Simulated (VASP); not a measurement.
A run of VASP 6.6.1 is set up as follows.

Contents of INCAR:

```
AGGAC = 1.0
AGGAX = 1.0
ALDAC = 0.0
ALDAX = 1.0
ALGO = Normal
EDIFF = 1E-6
EDIFFG = -0.01
ENCUT = 600
GGA = B5
IBRION = 2
ISIF = 3
ISMEAR = -1
LASPH = T
LCHARG = F
LREAL = F
LWAVE = F
NELM = 60
NSW = 60
PREC = Accurate
SIGMA = 0.05
```

KPOINTS

```
k-points
0
Gamma
  8 8 8
```

POSCAR

```
BeTe
1.0
    0.0000000000      2.7700000000      2.7700000000
    2.7700000000      0.0000000000      2.7700000000
    2.7700000000      2.7700000000      0.0000000000
Te Be
1 1
Direct
    0.7500000000      0.7500000000      0.7500000000
    0.0000000000      0.0000000000      0.0000000000
```

Potentials or basis: VASP PAW PBE potentials, release 64 (Te, Be).

Command:

```bash
$ cat potpaw_PBE.64/Te/POTCAR potpaw_PBE.64/Be/POTCAR > POTCAR
$ mpirun -np 1 vasp_std > vasp.out
```

(1) Estimate the band gap on the k mesh.

(2) What does it give for the space group after relaxing (to 0.05 Å)?

Results:

(1) 2.37 eV, indirect (least direct gap 3.51 eV).

(2) F-43m (No. 216).

Caveat: spin-orbit coupling is left out, which moves the levels of the heavy elements.
